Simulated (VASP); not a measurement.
Crystal: Zr2BiN2.

```
Zr Bi N
1.0
     3.69965    0.00000    0.00000
    -1.84982    3.20399    0.00000
     0.00000    0.00000    7.48690
Zr Bi N
2 1 2
Cartesian
  1.8498 1.0680 0.0000
  0.0000 0.0000 0.0000
  0.0000 0.0000 3.7434
  0.0000 2.1360 1.5383
  0.0000 2.1360 5.9486
```

- Program: VASP 6.6.1
- Task: relaxation of cell and atoms
- Functional: PBE
- Potentials or basis: VASP PAW PBE potentials, release 64 (Zr_sv, Bi_d, N)
- Cutoff: 600 eV
- k mesh: 6 × 6 × 2
- Occupations: gaussian, width 0.1 eV
- Spin: no spin polarisation

At the start: pressure 18.7 GPa; volume 17.75 Å³/atom.

Where does the relaxation end?

Over 28 steps the energy falls by 1225.0 meV/atom and the volume is 20.59 Å³/atom (+16.0 %); space group P-6m2 (No. 187, to 0.05 Å).

The path:
| step | energy change (eV) | largest force (eV/Å) | pressure (GPa) | volume (Å³) |
| --- | --- | --- | --- | --- |
| 1 | 0.0000 | 1.5113 | 18.72 | 88.75 |
| 2 | -2.3326 | 1.1512 | -11.83 | 114.85 |
| 3 | -2.6047 | 1.2299 | -7.40 | 105.77 |
| 4 | -3.3304 | 0.6000 | -1.86 | 95.24 |
| 5 | -3.5460 | 1.1744 | 4.04 | 89.38 |
| 6 | -3.1645 | 1.7820 | 24.79 | 77.82 |
| 7 | -3.5967 | 1.3977 | 7.26 | 86.78 |
| 8 | -3.6028 | 1.5021 | 11.82 | 83.85 |
| 9 | -3.8535 | 2.2213 | 13.67 | 83.30 |
| 10 | -4.0096 | 3.2285 | 18.08 | 82.32 |
| 11 | -4.3653 | 2.6307 | 16.07 | 84.77 |
| 12 | -4.4791 | 0.3303 | 16.14 | 88.22 |
| 13 | -4.5052 | 1.4879 | 15.64 | 87.03 |
| 14 | -5.1015 | 1.4716 | 10.06 | 90.87 |
| 15 | -5.9133 | 1.3150 | -0.32 | 102.26 |
| 16 | -5.9833 | 1.3074 | -1.97 | 105.96 |
| 17 | -5.9961 | 1.2329 | -2.89 | 108.31 |
| 18 | -6.0431 | 0.1003 | -1.13 | 107.32 |
| 19 | -6.0450 | 0.4661 | -0.69 | 107.09 |
| 20 | -6.0668 | 0.4181 | -0.79 | 106.41 |
| 21 | -6.1179 | 0.1717 | -0.60 | 104.33 |
| 22 | -6.0288 | 0.4119 | 2.26 | 100.08 |
| 23 | -6.1243 | 0.0494 | -0.26 | 103.53 |
| 24 | -6.1244 | 0.0332 | -0.20 | 103.41 |
| 25 | -6.1247 | 0.0430 | -0.07 | 103.20 |
| 26 | -6.1248 | 0.0549 | 0.08 | 102.95 |
| 27 | -6.1248 | 0.0601 | -0.04 | 102.92 |
| 28 | -6.1248 | 0.0054 | 0.02 | 102.93 |

Final structure:
```yaml
crystal:
  lattice:
    - [4.49812, 0.00000, 0.00000]
    - [-2.24906, 3.89549, 0.00000]
    - [0.00000, 0.00000, 5.87435]
  atoms:
    - { symbol: Zr, position: [0.66667, 0.33333, 0.00000] }
    - { symbol: Zr, position: [0.00000, 0.00000, 0.00000] }
    - { symbol: Bi, position: [0.00000, 0.00000, 0.50000] }
    - { symbol: N, position: [0.33333, 0.66667, 0.11174] }
    - { symbol: N, position: [0.33333, 0.66667, 0.88826] }
```

Caveat: the k points lie up to 0.53 Å⁻¹ apart in the final cell; the volume moved by over 15 % at a fixed basis, so the end points are rough.
